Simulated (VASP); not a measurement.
A run of VASP 6.6.1 is set up as follows.

The input POSCAR:

```
SiO2
1.0
    4.9078874806      0.0000000000      0.0000000000
   -2.4539437403      4.2503552371      0.0000000000
    0.0000000000      0.0000000000      5.4579692986
Si O
3 6
Direct
    0.0000000000      0.5000000000      0.3333333333
    0.5000000000      0.5000000000      0.6666666667
    0.5000000000      0.0000000000      0.0000000000
    0.5834989535      0.7917494768      0.8333333333
    0.7917494768      0.5834989535      0.5000000000
    0.7917494768      0.2082505232      0.1666666667
    0.4165010465      0.2082505232      0.8333333333
    0.2082505232      0.4165010465      0.5000000000
    0.2082505232      0.7917494768      0.1666666667
```

File INCAR.step1:

```
SYSTEM = SiO2
PREC = Accurate
ENCUT = 520
ISMEAR = 0
SIGMA = 0.05
LREAL = .False.
LASPH = .True.
NELM = 100
NBANDS = 34
GGA = PE
ALGO = Normal
EDIFF = 1E-4
LWAVE = .True.
LCHARG = .False.
```

The input INCAR.step2:

```
SYSTEM = SiO2
PREC = Accurate
ENCUT = 520
EDIFF = 1E-7
ISMEAR = 0
SIGMA = 0.05
LREAL = .False.
LASPH = .True.
NELM = 100
ALGO = Normal
ISIF = 2
LWAVE = .False.
LCHARG = .False.
METAGGA = R2SCAN
LMIXTAU = .True.
NBANDS = 34
ISTART = 1
```

The input KPOINTS:

```
Automatic mesh
0
Gamma
  6 6 4
  0 0 0
```

Potentials or basis: VASP PAW PBE potentials, release 64 (Si, O).

Command:

```sh
$ cat potpaw_PBE.64/Si/POTCAR potpaw_PBE.64/O/POTCAR > POTCAR
$ cp INCAR.step1 INCAR
$ mpirun -np 1 vasp_std > vasp.out
$ cp INCAR.step2 INCAR
$ mpirun -np 1 vasp_std > vasp.out
```

Problem. Estimate the pressure.

Solution. 16.9 GPa.

Problem. What does it give for the largest force?

Solution. 0.689 eV/Å.

Stress tensor (GPa, compression positive):
```
17.17  0.00  0.00
 0.00 17.17  0.00
 0.00  0.00 16.43
```

Caveat: the cell differs from its parent crystal (strain -0.030 along x and y, -0.015 along z); the cell stands under pressure; the PAW data sets were made with another functional, which shifts forces and pressure a little.
